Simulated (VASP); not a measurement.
Sr, 1 atom in the cell. It takes space group Fm-3m (No. 225, cubic). Conventional cell: a = 6.038 Å, b = 6.038 Å, c = 6.038 Å, α = 90.00°, β = 90.00°, γ = 90.00°. Within 5.6 Å of Sr (site symmetry m-3m) lie 12 Sr at 4.27 Å. 

* Program: VASP 6.6.1
* Task: single point
* Functional: PBE
* Potentials or basis: VASP PAW PBE potentials, release 64 (Sr_sv)
* Cutoff: 520 eV
* k mesh: 7 × 7 × 7
* Occupations: fermi-dirac, width 0.1 eV
* Spin: no spin polarisation
* Dipole correction: no
* Further INCAR settings: ALGO = Normal; EDIFF = 1e-07; NBANDS = 11

Potentials or basis: VASP PAW PBE potentials, release 64 (Sr_sv).

Launch:

```console
$ cat potpaw_PBE.64/Sr_sv/POTCAR > POTCAR
$ mpirun -np 1 vasp_std > vasp.out
```

Hardware: 1 thread of Intel(R) Xeon(R) 6975P-C (Granite Rapids), on a shared host.

Estimate the wall time of this run.

Wall time 5.5 s on 1 thread of Intel(R) Xeon(R) 6975P-C (Granite Rapids), with other jobs on the host, peak memory 0.17 GiB. Counts: scf iterations 12, k points 20.
